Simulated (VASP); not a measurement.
# In (I4/mmm) in VASP: further runs

The runs below take In through single point, with PBE.

Everything below comes from runs of VASP 6.6.1. Logs are shortened: lines on timing, memory, paths and dates and some standing lists are left out, and cuts for length are marked.

### 1 The cell of the first run

Symmetry: I4/mmm, No. 139, tetragonal system. The conventional cell has a = 3.251 Å, b = 3.251 Å, c = 4.848 Å, α = 90.00°, β = 90.00°, γ = 90.00°. Within 4.3 Å of In (site symmetry 4/mmm) lie 12 In at 3.25 to 3.34 Å.

### 2 Single point, PBE

Input file INCAR:

```
PREC = Accurate
ENCUT = 520
EDIFF = 1E-6
ISMEAR = -1
SIGMA = 0.05
LREAL = F
LASPH = T
NELM = 60
ALGO = Normal
ISIF = 2
LWAVE = F
LCHARG = F
GGA = PE
NBANDS = 12
```

Input file KPOINTS:

```
regular mesh
0
Gamma
  10 10 10
```

Input file POSCAR:

```
In
1.0
   -1.6254700000      1.6254700000      2.4242260000
    1.6254700000     -1.6254700000      2.4242260000
    1.6254700000      1.6254700000     -2.4242260000
In
1
Direct
    0.0000000000      0.0000000000      0.0000000000
```

Potentials or basis: VASP PAW PBE potentials, release 64 (In_d).

Command:

```sh
> cat potpaw_PBE.64/In_d/POTCAR > POTCAR
> mpirun -np 1 vasp_std > vasp.out
```

OUTCAR:

```text
PREC = Accurate
   ENCUT = 520
   EDIFF = 1E-6
   ISMEAR = -1
   LREAL = F
   LASPH = T
   NELM = 60
   ISIF = 2
   GGA = PE

 ion  position               nearest neighbor table
   1  0.000  0.000  0.000-

  LATTYP: Found a body centered tetragonal cell.
 ALAT       =     3.2509400000
 C/A-ratio  =     1.4914000258

  Lattice vectors:

 A1 = (  -1.6254700000,   1.6254700000,   2.4242260000)
 A2 = (   1.6254700000,  -1.6254700000,   2.4242260000)
 A3 = (   1.6254700000,   1.6254700000,  -2.4242260000)

Analysis of symmetry for initial positions (statically):
=====================================================================
 Subroutine PRICEL returns:
 Original cell was already a primitive cell.

 Routine SETGRP: Setting up the symmetry group for a
 body centered tetragonal supercell.

 Subroutine GETGRP returns: Found 16 space group operations
 (whereof 16 operations were pure point group operations)
 out of a pool of 16 trial point group operations.

The static configuration has the point symmetry D_4h.

Analysis of symmetry for dynamics (positions and initial velocities):
=====================================================================
 Subroutine PRICEL returns:
 Original cell was already a primitive cell.

 Routine SETGRP: Setting up the symmetry group for a
 body centered tetragonal supercell.

 Subroutine GETGRP returns: Found 16 space group operations
 (whereof 16 operations were pure point group operations)
 out of a pool of 16 trial point group operations.

The dynamic configuration has the point symmetry D_4h.

 Subroutine INISYM returns: Found 16 space group operations
 (whereof 16 operations are pure point group operations),
 and found     1 'primitive' translations

----------------------------------------------------------------------------------------

                                     Primitive cell

  volume of cell :      25.6207

  direct lattice vectors                    reciprocal lattice vectors
    -1.625470000  1.625470000  2.424226000     0.000000000  0.307603339  0.206251397
     1.625470000 -1.625470000  2.424226000     0.307603339  0.000000000  0.206251397
     1.625470000  1.625470000 -2.424226000     0.307603339  0.307603339  0.000000000

  length of vectors
     3.340834797  3.340834797  3.340834797     0.370350447  0.370350447  0.435016814

  position of ions in fractional coordinates (direct lattice)
     0.000000000  0.000000000  0.000000000

  ion indices of the primitive-cell ions
   primitive index   ion index
                 1           1

----------------------------------------------------------------------------------------

 KPOINTS: regular mesh

Automatic generation of k-mesh.
 Grid dimensions read from file:
 generate k-points for:   10   10   10

 Generating k-lattice:

  Cartesian coordinates                     Fractional coordinates (reciprocal lattice)
     0.000000000  0.030760334  0.020625140     0.100000000  0.000000000 -0.000000000
     0.030760334  0.000000000  0.020625140     0.000000000  0.100000000 -0.000000000
     0.030760334  0.030760334  0.000000000     0.000000000  0.000000000  0.100000000

  Length of vectors
     0.037035045  0.037035045  0.043501681

  Shift w.r.t. Gamma in fractional coordinates (k-lattice)
     0.000000000  0.000000000  0.000000000

 Subroutine IBZKPT returns following result:
 ===========================================

 Found    102 irreducible k-points:

 Following reciprocal coordinates:
            Coordinates               Weight
  0.000000  0.000000  0.000000      1.000000
  0.100000 -0.000000  0.000000      8.000000
  0.200000 -0.000000  0.000000      8.000000
  0.300000  0.000000 -0.000000      8.000000
  0.400000 -0.000000  0.000000      8.000000
  0.500000  0.000000  0.000000      4.000000
[... 16 lines left out ...]
  0.300000  0.300000  0.000000      8.000000
  0.400000  0.300000  0.000000     16.000000
 [... further k-points ...]
   k-points           NKPTS =    102   k-points in BZ     NKDIM =    102   number of bands    NBANDS=     12
   number of dos      NEDOS =    301   number of ions     NIONS =      1
   total plane-waves  NPLWV =  21952
   dimension x,y,z NGX =    28 NGY =   28 NGZ =   28
   dimension x,y,z NGXF=    56 NGYF=   56 NGZF=   56
   ions per type =               1
   NGX,Y,Z   is equivalent  to a cutoff of  13.93, 13.93, 13.93 a.u.
   NGXF,Y,Z  is equivalent  to a cutoff of  27.87, 27.87, 27.87 a.u.
 SYSTEM =  unknown system
   PREC   = accura    normal or accurate (medium, high low for compatibility)
   ISTART =      0    job   : 0-new  1-cont  2-samecut
   ICHARG =      2    charge: 1-file 2-atom 10-const
   ISPIN  =      1    spin polarized calculation?
   LNONCOLLINEAR =      F non collinear calculations
   LSORBIT =      F    spin-orbit coupling
   LASPH  =      T    aspherical Exc in radial PAW
   ENCUT  =  520.0 eV  38.22 Ry    6.18 a.u.   6.21  6.21  6.21*2*pi/ulx,y,z
   NELM   =     60;   NELMIN=  2; NELMDL= -5     # of ELM steps
   EDIFF  = 0.1E-05   stopping-criterion for ELM
   LREAL  =      F    real-space projection
   EDIFFG = 0.1E-04   stopping-criterion for IOM
   NSW    =      0    number of steps for IOM
   IBRION =     -1    ionic relax: 0-MD 1-quasi-New 2-CG
   NFREE  =      0    steps in history (QN), initial steepest desc. (CG)
   ISIF   =      2    stress and relaxation
   ISYM   =      2    0-nonsym 1-usesym 2-fastsym
   POTIM  = 0.5000    time-step for ionic-motion
   TEBEG  =    0.0;   TEEND  =   0.0 temperature during run
   PSTRESS=    0.0 pullay stress
   NELECT =      13.0000    total number of electrons
   NUPDOWN=      -1.0000    fix difference up-down
   EMIN   =  10.00;   EMAX   =-10.00  energy-range for DOS
   EFERMI =   0.00;   METHOD = LEGACY
   ISMEAR =    -1;   SIGMA  =   0.05  broadening in eV -4-tet -1-fermi 0-gaus
   EFERMI_NEDOS =   21; number of points for ismear=-14 and -15
   IALGO  =     38    algorithm
   IMIX   =      4    mixing-type and parameters
     AMIX     =   0.40;   BMIX     =  1.00
     AMIX_MAG =   1.60;   BMIX_MAG =  1.00
  volume/ion in A,a.u.               =      25.62       172.90
  Fermi-wavevector in a.u.,A,eV,Ry     =   1.305747  2.467504 23.197586  1.704975
  Thomas-Fermi vector in A             =   2.436595
   LORBIT       =      0    0 simple, 1 ext, 2 COOP (PROOUT), +10 PAW based schemes
   GGA     = PE    functional components
   LHFCALC =     F    Hartree Fock is set to
   AEXX    =    0.0000 exact exchange contribution
   IVDW    =     0    specifies the selected vdW correction
   LEPSILON=     F    determine dielectric tensor
   LRPA    =     F    only Hartree local field effects (RPA)
 non-spin polarized calculation
  energy-cutoff  :      520.00
  volume of cell :       25.62
 maximum number of plane-waves:       704
 NGX is ok and might be reduce to    28
   NGX = 13   NGY = 13   NGZ = 13

 number of electron      13.0000004 magnetization

 Free energy of the ion-electron system (eV)
  ---------------------------------------------------
  ext. energy  EPLUGINS =         0.00000000
  ---------------------------------------------------
  free energy    TOTEN  =        -2.55551038 eV

  energy without entropy =       -2.55298601  energy(sigma->0) =       -2.55424819

 E-fermi :   7.7730     XC(G=0): -10.3525

 val. band max:        7.6814118922   @ k =  -0.1000  -0.4000   0.1000
 cond. band min:       7.8398886117   @ k =   0.5000   0.3000   0.0000
 fundamental gap:      0.1584767196
 Fermi energy:         7.7729970445

 k-point     1 :       0.0000    0.0000    0.0000
  band No.  band energies     occupation
      1      -6.9439      2.00000
      2      -6.8693      2.00000
      3      -6.8693      2.00000
      4      -6.7566      2.00000
      5      -6.6731      2.00000
      6      -1.9265      2.00000
      7      18.4991      0.00000
      8      18.4991      0.00000
      9      18.6334      0.00000
     10      19.3551      0.00000
     11      21.9015      0.00000
     12      21.9838      0.00000

 k-point     2 :       0.1000   -0.0000    0.0000
  band No.  band energies     occupation
      1      -6.9306      2.00000
      2      -6.8685      2.00000
      3      -6.8528      2.00000
      4      -6.7540      2.00000
      5      -6.6780      2.00000
      6      -1.7033      2.00000
      7      16.1307      0.00000
      8      18.1091      0.00000
      9      18.2067      0.00000
     10      19.1893      0.00000
     11      22.5389      0.00000
     12      22.5864      0.00000

 k-point     3 :       0.2000   -0.0000    0.0000
  band No.  band energies     occupation
      1      -6.9201      2.00000
      2      -6.8719      2.00000
      3      -6.8238      2.00000
      4      -6.7211      2.00000
      5      -6.6762      2.00000
      6      -1.0246      2.00000
      7      12.6410      0.00000
      8      17.2323      0.00000
      9      17.6756      0.00000
     10      19.1205      0.00000
     11      21.3884      0.00000
     12      23.2243      0.00000

 k-point     4 :       0.3000    0.0000   -0.0000
  band No.  band energies     occupation
      1      -6.9359      2.00000
      2      -6.8907      2.00000
      3      -6.8241      2.00000
      4      -6.6422      2.00000
      5      -6.6367      2.00000
      6       0.1236      2.00000
      7       9.3605      0.00000
      8      16.4356      0.00000
      9      17.2309      0.00000
     10      19.0073      0.00000
     11      20.4199      0.00000
     12      22.1450      0.00000

 k-point     5 :       0.4000   -0.0000    0.0000
  band No.  band energies     occupation
      1      -6.9593      2.00000
      2      -6.9109      2.00000
      3      -6.8425      2.00000
      4      -6.5856      2.00000
      5      -6.5658      2.00000
      6       1.7353      2.00000
      7       6.4416      2.00000
      8      15.8906      0.00000
      9      16.9585      0.00000
     10      18.8704      0.00000
     11      19.8564      0.00000
     12      21.2618      0.00000

 k-point     6 :       0.5000    0.0000    0.0000
  band No.  band energies     occupation
      1      -6.9699      2.00000
      2      -6.9189      2.00000
      3      -6.8513      2.00000
      4      -6.5639      2.00000
      5      -6.5351      2.00000
      6       3.4424      2.00000
      7       4.2952      2.00000
      8      15.6966      0.00000
      9      16.8684      0.00000
     10      18.8063      0.00000
     11      19.6726      0.00000
     12      20.9582      0.00000

 k-point     7 :       0.1000    0.1000    0.0000
  band No.  band energies     occupation
      1      -6.9284      2.00000
      2      -6.8509      2.00000
      3      -6.8341      2.00000
      4      -6.7597      2.00000
      5      -6.6702      2.00000
      6      -1.3385      2.00000
      7      15.0866      0.00000
      8      15.3310      0.00000
      9      18.7433      0.00000
     10      19.7235      0.00000
     11      21.1945      0.00000
     12      22.2654      0.00000

 k-point     8 :       0.2000    0.1000    0.0000
  band No.  band energies     occupation
      1      -6.9205      2.00000
      2      -6.8526      2.00000
      3      -6.8152      2.00000
      4      -6.7355      2.00000
      5      -6.6466      2.00000
      6      -0.5133      2.00000
      7      11.7669      0.00000
      8      14.6247      0.00000
      9      17.8749      0.00000
     10      19.9348      0.00000
     11      20.4203      0.00000
     12      21.7300      0.00000
[... 166 lines left out ...]
 k-point    20 :      -0.4000    0.2000   -0.0000
  band No.  band energies     occupation
      1      -6.9796      2.00000
      2      -6.8605      2.00000
      3      -6.7612      2.00000
      4      -6.6873      2.00000
      5      -6.5587      2.00000
      6       1.4971      2.00000
      7       8.9232      0.00000
      8      13.5736      0.00000
      9      13.8081      0.00000
     10      16.4449      0.00000
     11      20.5049      0.00000
     12      23.6737      0.00000

 k-point    21 :      -0.3000    0.2000   -0.0000
  band No.  band energies     occupation
      1      -6.9788      2.00000
      2      -6.8388      2.00000
      3      -6.7472      2.00000
      4      -6.7200      2.00000
      5      -6.6253      2.00000
      6       0.1737      2.00000
      7      11.9754      0.00000
      8      14.0377      0.00000
      9      15.0084      0.00000
     10      16.8819      0.00000
     11      18.2499      0.00000
     12      24.7077      0.00000

 k-point    22 :      -0.2000    0.2000    0.0000
  band No.  band energies     occupation
      1      -6.9549      2.00000
      2      -6.7944      2.00000
      3      -6.7897      2.00000
      4      -6.7617      2.00000
      5      -6.6749      2.00000
      6      -0.6851      2.00000
      7      14.7415      0.00000
      8      14.9264      0.00000
      9      15.6836      0.00000
     10      16.9647      0.00000
     11      18.4984      0.00000
     12      25.2351      0.00000

 k-point    23 :       0.3000    0.3000    0.0000
  band No.  band energies     occupation
      1      -6.9455      2.00000
      2      -6.7767      2.00000
      3      -6.7371      2.00000
      4      -6.7096      2.00000
      5      -6.6347      2.00000
      6       3.3995      2.00000
      7       8.4006      0.00001
      8       8.4914      0.00000
      9      14.1167      0.00000
     10      16.7654      0.00000
     11      24.0179      0.00000
     12      25.0787      0.00000

 k-point    24 :       0.4000    0.3000    0.0000
  band No.  band energies     occupation
      1      -6.9915      2.00000
      2      -6.8407      2.00000
      3      -6.6913      2.00000
      4      -6.6868      2.00000
      5      -6.5641      2.00000
      6       4.9949      2.00000
      7       6.2921      2.00000
      8       9.0827      0.00000
      9      13.1547      0.00000
     10      16.0631      0.00000
     11      22.8973      0.00000
     12      24.7155      0.00000

 [... further k-points ...]
[... 5 lines left out ...]
  --------------------------------------------------------------------------------------
  -------------------------------------------------------------------------------------
  Total        0.5794534      0.5794534      0.2473821      0.0000000      0.0000000      0.0000000
  in kB       36.2358222     36.2358222     15.4699136      0.0000000      0.0000000      0.0000000
  external PRESSURE =      29.3138527 kB  Pullay stress =       0.0000000 kB

 VOLUME and BASIS-vectors are now :
 -----------------------------------------------------------------------------
  energy-cutoff  :      520.00
  volume of cell :       25.62
      direct lattice vectors                 reciprocal lattice vectors
    -1.625470000  1.625470000  2.424226000     0.000000000  0.307603339  0.206251397
     1.625470000 -1.625470000  2.424226000     0.307603339  0.000000000  0.206251397
     1.625470000  1.625470000 -2.424226000     0.307603339  0.307603339  0.000000000

 POSITION                                       TOTAL-FORCE (eV/Angst)
 -----------------------------------------------------------------------------------
      0.00000      0.00000      0.00000         0.000000      0.000000     -0.000000
 -----------------------------------------------------------------------------------
    total drift:                               -0.000000     -0.000000     -0.000000

  FREE ENERGIE OF THE ION-ELECTRON SYSTEM (eV)
  ---------------------------------------------------
  free  energy   TOTEN  =        -2.5555103833 eV

  energy  without entropy=       -2.5529860062  energy(sigma->0) =       -2.55424819
```

Run time: 24 s. Hardware: 1 thread of Intel Xeon 6975P-C, shared host; peak memory 0.17 GiB.

What came out:

| Property | Result |
| --- | --- |
| Free energy | -2.5555 eV |
| Pressure | 2.9 GPa |

Stress tensor (GPa, compression positive):
```
3.62 0.00 0.00
0.00 3.62 0.00
0.00 0.00 1.55
```

Levels at points of the mesh, in eV from the Fermi level:
```tsv
k point	band 4	band 5	band 6	band 7	band 8	band 9
(0.00, 0.00, 0.00)	-14.53	-14.45	-9.70	10.73	10.73	10.86
(0.50, 0.00, 0.00)	-14.34	-14.31	-4.33	-3.48	7.92	9.10
(0.50, 0.50, 0.00)	-14.31	-14.24	-2.10	-1.73	3.70	4.00
(0.50, 0.50, 0.50)	-14.29	-14.29	-2.68	-2.64	4.58	4.58
```

Caveat: spin-orbit coupling is left out, which moves the levels of the heavy elements.

### 3 Single point, PBE

This run uses another cell than the first one, of 25.88 Å³/atom, 1.010 times its volume.

Input file INCAR:

```
SYSTEM = In
PREC     = Accurate       ! precision mode
ENCUT    = 520            ! plane-wave cutoff, eV
EDIFF    = 1E-6           ! SCF threshold, eV
ISMEAR   = -1             ! smearing method
SIGMA    = 0.05           ! smearing width, eV
LREAL    = .FALSE.        ! projectors in reciprocal space
LASPH    = .TRUE.         ! aspherical terms in the spheres
NELM     = 60             ! most SCF steps
ALGO     = Fast           ! electronic algorithm
ISIF     = 2              ! what is computed and relaxed
LWAVE    = .FALSE.        ! write WAVECAR
LCHARG   = .FALSE.        ! write CHGCAR
GGA      = PE             ! functional
NBANDS   = 12             ! bands
```

Input file KPOINTS:

```
regular mesh
0
G
  10 10 10
  0 0 0
```

Input file POSCAR:

```
In
1.0
   -1.6254700000      1.6254700000      2.4489630000
    1.6254700000     -1.6254700000      2.4489630000
    1.6254700000      1.6254700000     -2.4489630000
In
1
Direct
    0.0000000000      0.0000000000      0.0000000000
```

Potentials or basis: VASP PAW PBE potentials, release 64 (In_d).

Command:

```sh
> cat potpaw_PBE.64/In_d/POTCAR > POTCAR
> mpirun -np 1 vasp_std > vasp.out
```

Wall time 38 s (1 thread of Intel Xeon 6975P-C, shared host); peak memory 0.17 GiB.

The run converged. Its results:

| Property | Result |
| --- | --- |
| Free energy | -2.5575 eV |
| Pressure | 2.4 GPa |

Stress tensor (GPa, compression positive):
```
3.26 0.00 0.00
0.00 3.26 0.00
0.00 0.00 0.75
```

Levels at points of the mesh, in eV from the Fermi level:
```tsv
k point	band 4	band 5	band 6	band 7	band 8	band 9
(0.00, 0.00, 0.00)	-14.52	-14.42	-9.61	10.65	10.65	10.80
(0.50, 0.00, 0.00)	-14.32	-14.29	-4.31	-3.42	7.74	9.14
(0.50, 0.50, 0.00)	-14.30	-14.22	-2.02	-1.68	3.62	3.98
(0.50, 0.50, 0.50)	-14.28	-14.28	-2.79	-2.65	4.67	4.67
```

Caveat: spin-orbit coupling is left out, which moves the levels of the heavy elements.

[end of part 1 of 2]
